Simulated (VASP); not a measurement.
# Y (P6_3/mmc) in VASP: single point with r2SCAN

Aim: the single point of Y with r2SCAN.

Everything below comes from runs of VASP 6.6.1. Logs are shortened: lines on timing, memory, paths and dates and some standing lists are left out, and cuts for length are marked.

**1. The cell of the first run**

The structure is hexagonal, space group P6_3/mmc (No. 194). Conventional cell: a = 3.651 Å, b = 3.651 Å, c = 5.747 Å, α = 90.00°, β = 90.00°, γ = 120.00°. Within 4.7 Å of Y (site symmetry -6m2) lie 12 Y at 3.56 to 3.65 Å.

**2. Single point, r2SCAN**

The input, POSCAR:

```
Y
1.0
    3.6514992371      0.0000000000      0.0000000000
   -1.8257496185      3.1622911012      0.0000000000
    0.0000000000      0.0000000000      5.7474000000
Y
2
Direct
    0.3333333333      0.6666666667      0.2500000000
    0.6666666667      0.3333333333      0.7500000000
```

The input, INCAR.step1:

```
SYSTEM = Y
PREC = Accurate
ENCUT = 550
ISMEAR = 0
SIGMA = 0.15
LREAL = .False.
LASPH = .True.
NELM = 120
NBANDS = 18
GGA = PE
ALGO = Normal
EDIFF = 1E-5
LWAVE = .True.
LCHARG = .False.
GGA_COMPAT = .False.
```

The input, INCAR.step2:

```
SYSTEM = Y
PREC = Accurate
ENCUT = 550
EDIFF = 1E-6
ISMEAR = 0
SIGMA = 0.15
LREAL = .False.
LASPH = .True.
NELM = 120
ALGO = Normal
ISIF = 2
LWAVE = .False.
LCHARG = .False.
METAGGA = R2SCAN
LMIXTAU = .True.
NBANDS = 18
ISTART = 1
GGA_COMPAT = .False.
```

The input, KPOINTS:

```
regular mesh
0
Gamma
  15 15 8
  0 0 0
```

Potentials or basis: VASP PAW PBE potentials, release 64 (Y_sv).

Launch:

```
$ cat potpaw_PBE.64/Y_sv/POTCAR > POTCAR
$ cp INCAR.step1 INCAR
$ mpirun -np 1 vasp_std > vasp.out
$ cp INCAR.step2 INCAR
$ mpirun -np 1 vasp_std > vasp.out
```

OUTCAR:

```text
SYSTEM = Y
   PREC = Accurate
   ENCUT = 550
   EDIFF = 1E-6
   ISMEAR = 0
   LREAL = .False.
   LASPH = .True.
   NELM = 120
   ISIF = 2
   METAGGA = R2SCAN
   ISTART = 1

 ion  position               nearest neighbor table
   1  0.333  0.667  0.250-   2 3.56   2 3.56   2 3.56   2 3.56   2 3.56   2 3.56
   2  0.667  0.333  0.750-   1 3.56   1 3.56   1 3.56   1 3.56   1 3.56   1 3.56

  LATTYP: Found a hexagonal cell.
 ALAT       =     3.6514992371
 C/A-ratio  =     1.5739836234

  Lattice vectors:

 A1 = (   3.6514992371,   0.0000000000,   0.0000000000)
 A2 = (  -1.8257496185,   3.1622911012,   0.0000000000)
 A3 = (   0.0000000000,   0.0000000000,   5.7474000000)

Analysis of symmetry for initial positions (statically):
=====================================================================
 Subroutine PRICEL returns:
 Original cell was already a primitive cell.

 Routine SETGRP: Setting up the symmetry group for a
 hexagonal supercell.

 Subroutine GETGRP returns: Found 24 space group operations
 (whereof 12 operations were pure point group operations)
 out of a pool of 24 trial point group operations.

The static configuration has the point symmetry D_3d.
 The point group associated with its full space group is D_6h.

Analysis of symmetry for dynamics (positions and initial velocities):
=====================================================================
 Subroutine PRICEL returns:
 Original cell was already a primitive cell.

 Routine SETGRP: Setting up the symmetry group for a
 hexagonal supercell.

 Subroutine GETGRP returns: Found 24 space group operations
 (whereof 12 operations were pure point group operations)
 out of a pool of 24 trial point group operations.

The dynamic configuration has the point symmetry D_3d.
 The point group associated with its full space group is D_6h.

 Subroutine INISYM returns: Found 24 space group operations
 (whereof 12 operations are pure point group operations),
 and found     1 'primitive' translations

----------------------------------------------------------------------------------------

                                     Primitive cell

  volume of cell :      66.3658

  direct lattice vectors                    reciprocal lattice vectors
     3.651499237  0.000000000  0.000000000     0.273860115  0.158113211  0.000000000
    -1.825749618  3.162291101  0.000000000     0.000000000  0.316226422  0.000000000
     0.000000000  0.000000000  5.747400000     0.000000000  0.000000000  0.173991718

  length of vectors
     3.651499237  3.651499237  5.747400000     0.316226422  0.316226422  0.173991718

  position of ions in fractional coordinates (direct lattice)
     0.333333333  0.666666667  0.250000000
     0.666666667  0.333333333  0.750000000

  ion indices of the primitive-cell ions
   primitive index   ion index
                 1           1
                 2           2

----------------------------------------------------------------------------------------

 KPOINTS: regular mesh

Automatic generation of k-mesh.
 Grid dimensions read from file:
 generate k-points for:   15   15    8

 Generating k-lattice:

  Cartesian coordinates                     Fractional coordinates (reciprocal lattice)
     0.018257341  0.010540881  0.000000000     0.066666667  0.000000000  0.000000000
     0.000000000  0.021081761  0.000000000     0.000000000  0.066666667  0.000000000
     0.000000000  0.000000000  0.021748965     0.000000000  0.000000000  0.125000000

  Length of vectors
     0.021081761  0.021081761  0.021748965

  Shift w.r.t. Gamma in fractional coordinates (k-lattice)
     0.000000000  0.000000000  0.000000000

 Subroutine IBZKPT returns following result:
 ===========================================

 Found    135 irreducible k-points:

 Following reciprocal coordinates:
            Coordinates               Weight
  0.000000  0.000000  0.000000      1.000000
  0.066667  0.000000  0.000000      6.000000
  0.133333  0.000000  0.000000      6.000000
  0.200000 -0.000000  0.000000      6.000000
  0.266667  0.000000  0.000000      6.000000
  0.333333  0.000000  0.000000      6.000000
[... 16 lines left out ...]
  0.333333  0.200000  0.000000     12.000000
  0.400000  0.200000  0.000000      6.000000
 [... further k-points ...]
   k-points           NKPTS =    135   k-points in BZ     NKDIM =    135   number of bands    NBANDS=     18
   number of dos      NEDOS =    301   number of ions     NIONS =      2
   total plane-waves  NPLWV =  37632
   dimension x,y,z NGX =    28 NGY =   28 NGZ =   48
   dimension x,y,z NGXF=    56 NGYF=   56 NGZF=   96
   ions per type =               2
   NGX,Y,Z   is equivalent  to a cutoff of  12.75, 12.75, 13.88 a.u.
   NGXF,Y,Z  is equivalent  to a cutoff of  25.50, 25.50, 27.77 a.u.
 SYSTEM =  Y
   PREC   = accura    normal or accurate (medium, high low for compatibility)
   ISTART =      1    job   : 0-new  1-cont  2-samecut
   ICHARG =      0    charge: 1-file 2-atom 10-const
   ISPIN  =      1    spin polarized calculation?
   LNONCOLLINEAR =      F non collinear calculations
   LSORBIT =      F    spin-orbit coupling
   LASPH  =      T    aspherical Exc in radial PAW
   ENCUT  =  550.0 eV  40.42 Ry    6.36 a.u.   6.98  6.98 10.99*2*pi/ulx,y,z
   NELM   =    120;   NELMIN=  2; NELMDL=  0     # of ELM steps
   EDIFF  = 0.1E-05   stopping-criterion for ELM
   LREAL  =      F    real-space projection
   EDIFFG = 0.1E-04   stopping-criterion for IOM
   NSW    =      0    number of steps for IOM
   IBRION =     -1    ionic relax: 0-MD 1-quasi-New 2-CG
   NFREE  =      0    steps in history (QN), initial steepest desc. (CG)
   ISIF   =      2    stress and relaxation
   ISYM   =      2    0-nonsym 1-usesym 2-fastsym
   POTIM  = 0.5000    time-step for ionic-motion
   TEBEG  =    0.0;   TEEND  =   0.0 temperature during run
   PSTRESS=    0.0 pullay stress
   NELECT =      22.0000    total number of electrons
   NUPDOWN=      -1.0000    fix difference up-down
   EMIN   =  10.00;   EMAX   =-10.00  energy-range for DOS
   EFERMI =   0.00;   METHOD = LEGACY
   ISMEAR =     0;   SIGMA  =   0.15  broadening in eV -4-tet -1-fermi 0-gaus
   EFERMI_NEDOS =   21; number of points for ismear=-14 and -15
   IALGO  =     38    algorithm
   IMIX   =      4    mixing-type and parameters
     AMIX     =   0.40;   BMIX     =  1.00
     AMIX_MAG =   1.60;   BMIX_MAG =  1.00
  volume/ion in A,a.u.               =      33.18       223.93
  Fermi-wavevector in a.u.,A,eV,Ry     =   1.133011  2.141081 17.465997  1.283715
  Thomas-Fermi vector in A             =   2.269713
   LORBIT       =      0    0 simple, 1 ext, 2 COOP (PROOUT), +10 PAW based schemes
   METAGGA = R2SCAN    functional components
   LHFCALC =     F    Hartree Fock is set to
   AEXX    =    0.0000 exact exchange contribution
   IVDW    =     0    specifies the selected vdW correction
   LEPSILON=     F    determine dielectric tensor
   LRPA    =     F    only Hartree local field effects (RPA)
 non-spin polarized calculation
 Gauss-broadening in eV      SIGMA  =   0.15
  energy-cutoff  :      550.00
  volume of cell :       66.37
 maximum number of plane-waves:      1964
 NGX is ok and might be reduce to    28
   NGX = 13   NGY = 13   NGZ = 21

 number of electron      22.0000001 magnetization

 Free energy of the ion-electron system (eV)
  ---------------------------------------------------
  ext. energy  EPLUGINS =         0.00000000
  ---------------------------------------------------
  free energy    TOTEN  =       -40.56045047 eV

  energy without entropy =      -40.51747876  energy(sigma->0) =      -40.53896462

 E-fermi :   2.9854     XC(G=0): -10.0272

 val. band max:        2.9814723963   @ k =   0.4000   0.2000   0.3750
 cond. band min:       2.9939292018   @ k =   0.2000   0.2000   0.3750
 fundamental gap:      0.0124568054
 Fermi energy:         2.9854019082

 k-point     1 :       0.0000    0.0000    0.0000
  band No.  band energies     occupation
      1     -41.2169      2.00000
      2     -41.1416      2.00000
      3     -20.8456      2.00000
      4     -20.3534      2.00000
      5     -20.3534      2.00000
      6     -20.2667      2.00000
[... 10 lines left out ...]
     17       6.1163      0.00000
     18       6.1163      0.00000

 k-point     2 :       0.0667    0.0000    0.0000
  band No.  band energies     occupation
      1     -41.2146      2.00000
      2     -41.1407      2.00000
      3     -20.8375      2.00000
      4     -20.3700      2.00000
      5     -20.3591      2.00000
      6     -20.2841      2.00000
[... 10 lines left out ...]
     17       5.9685      0.00000
     18       6.0160      0.00000

 k-point     3 :       0.1333    0.0000    0.0000
  band No.  band energies     occupation
      1     -41.2080      2.00000
      2     -41.1384      2.00000
      3     -20.8139      2.00000
      4     -20.4170      2.00000
      5     -20.3746      2.00000
      6     -20.3326      2.00000
[... 10 lines left out ...]
     17       5.7829      0.00000
     18       5.9615      0.00000

 k-point     4 :       0.2000   -0.0000    0.0000
  band No.  band energies     occupation
      1     -41.1979      2.00000
      2     -41.1352      2.00000
      3     -20.7768      2.00000
      4     -20.4867      2.00000
      5     -20.4020      2.00000
      6     -20.3967      2.00000
[... 10 lines left out ...]
     17       6.1379      0.00000
     18       6.3659      0.00000

 k-point     5 :       0.2667    0.0000    0.0000
  band No.  band energies     occupation
      1     -41.1857      2.00000
      2     -41.1320      2.00000
      3     -20.7299      2.00000
      4     -20.5671      2.00000
      5     -20.4790      2.00000
      6     -20.4213      2.00000
[... 10 lines left out ...]
     17       6.5813      0.00000
     18       6.8936      0.00000

 k-point     6 :       0.3333    0.0000    0.0000
  band No.  band energies     occupation
      1     -41.1732      2.00000
      2     -41.1298      2.00000
      3     -20.6780      2.00000
      4     -20.6442      2.00000
      5     -20.5501      2.00000
      6     -20.4440      2.00000
[... 10 lines left out ...]
     17       7.1322      0.00000
     18       7.4927      0.00000

 k-point     7 :       0.4000    0.0000    0.0000
  band No.  band energies     occupation
      1     -41.1623      2.00000
      2     -41.1292      2.00000
      3     -20.7043      2.00000
      4     -20.6285      2.00000
      5     -20.6042      2.00000
      6     -20.4614      2.00000
[... 10 lines left out ...]
     17       7.8212      0.00000
     18       8.0833      0.00000

 k-point     8 :       0.4667    0.0000    0.0000
  band No.  band energies     occupation
      1     -41.1555      2.00000
      2     -41.1297      2.00000
      3     -20.7372      2.00000
      4     -20.6334      2.00000
      5     -20.5945      2.00000
      6     -20.4709      2.00000
[... 10 lines left out ...]
     17       8.6133      0.00000
     18       8.6330      0.00000
[... 229 lines left out ...]
     17       7.9205      0.00000
     18       8.6082      0.00000

 k-point    20 :       0.4000    0.1333    0.0000
  band No.  band energies     occupation
      1     -41.1519      2.00000
      2     -41.1303      2.00000
      3     -20.7184      2.00000
      4     -20.6179      2.00000
      5     -20.5762      2.00000
      6     -20.5038      2.00000
[... 10 lines left out ...]
     17       8.2862      0.00000
     18       8.6164      0.00000

 k-point    21 :       0.2000    0.2000    0.0000
  band No.  band energies     occupation
      1     -41.1700      2.00000
      2     -41.1295      2.00000
      3     -20.6644      2.00000
      4     -20.6014      2.00000
      5     -20.5894      2.00000
      6     -20.4444      2.00000
[... 10 lines left out ...]
     17       7.2714      0.00000
     18       7.9893      0.00000

 k-point    22 :       0.2667    0.2000    0.0000
  band No.  band energies     occupation
      1     -41.1594      2.00000
      2     -41.1292      2.00000
      3     -20.6534      2.00000
      4     -20.6152      2.00000
      5     -20.6058      2.00000
      6     -20.4833      2.00000
[... 10 lines left out ...]
     17       7.7800      0.00000
     18       8.4906      0.00000

 k-point    23 :       0.3333    0.2000    0.0000
  band No.  band energies     occupation
      1     -41.1508      2.00000
      2     -41.1305      2.00000
      3     -20.6887      2.00000
      4     -20.6058      2.00000
      5     -20.5704      2.00000
      6     -20.5216      2.00000
[... 10 lines left out ...]
     17       8.1111      0.00000
     18       8.4820      0.00000

 k-point    24 :       0.4000    0.2000    0.0000
  band No.  band energies     occupation
      1     -41.1470      2.00000
      2     -41.1317      2.00000
      3     -20.7010      2.00000
      4     -20.6009      2.00000
      5     -20.5487      2.00000
      6     -20.5404      2.00000
[... 10 lines left out ...]
     17       8.2481      0.00000
     18       8.4784      0.00000

 [... further k-points ...]

------------------------ aborting loop because EDIFF is reached ----------------------------------------

  FORCE on cell =-STRESS in cart. coord.  units (eV):
  Direction    XX          YY          ZZ          XY          YZ          ZX
  --------------------------------------------------------------------------------------
  -------------------------------------------------------------------------------------
  Total        0.3261042      0.3261042     -0.0837689      0.0000000      0.0000000      0.0000000
  in kB        7.8726790      7.8726790     -2.0223166      0.0000000      0.0000000      0.0000000
  external PRESSURE =       4.5743471 kB  Pullay stress =       0.0000000 kB

 VOLUME and BASIS-vectors are now :
 -----------------------------------------------------------------------------
  energy-cutoff  :      550.00
  volume of cell :       66.37
      direct lattice vectors                 reciprocal lattice vectors
     3.651499237  0.000000000  0.000000000     0.273860115  0.158113211  0.000000000
    -1.825749618  3.162291101  0.000000000     0.000000000  0.316226422  0.000000000
     0.000000000  0.000000000  5.747400000     0.000000000  0.000000000  0.173991718

 POSITION                                       TOTAL-FORCE (eV/Angst)
 -----------------------------------------------------------------------------------
     -0.00000      2.10819      1.43685         0.000000     -0.000000      0.000000
      1.82575      1.05410      4.31055        -0.000000      0.000000      0.000000
 -----------------------------------------------------------------------------------
    total drift:                                0.000000     -0.000000      0.000000

  FREE ENERGIE OF THE ION-ELECTRON SYSTEM (eV)
  ---------------------------------------------------
  free  energy   TOTEN  =       -40.5604504721 eV

  energy  without entropy=      -40.5174787611  energy(sigma->0) =      -40.53896462
```

It took 13 min on 1 thread of Intel Xeon Platinum 8259CL at 2.50GHz (Skylake/Cascade Lake), shared host; peak memory 0.32 GiB.

What came out:

```yaml
Free_energy: -40.5605 eV
Pressure: 0.5 GPa
Band_gap_on_the_k_mesh: zero (bands 11 and 12 overlap by 1.58 eV)
```

Stress tensor (GPa, compression positive):
```
 0.79  0.00  0.00
 0.00  0.79  0.00
 0.00  0.00 -0.20
```

Levels at points of the mesh, in eV from the Fermi level:
```
           k point  band 7  band 8  band 9  band 10  band 11  band 12  band 13  band 14  band 15  band 16
(0.00, 0.00, 0.00)  -23.25  -23.23   -4.90    -1.87     0.69     1.99     1.99     2.30     2.64     2.64
(0.00, 0.00, 0.50)  -23.30  -23.30   -3.42    -3.42     1.05     1.05     1.92     1.92     1.92     1.92
```

Caveat: the PAW data sets were made with another functional, which shifts forces and pressure a little.
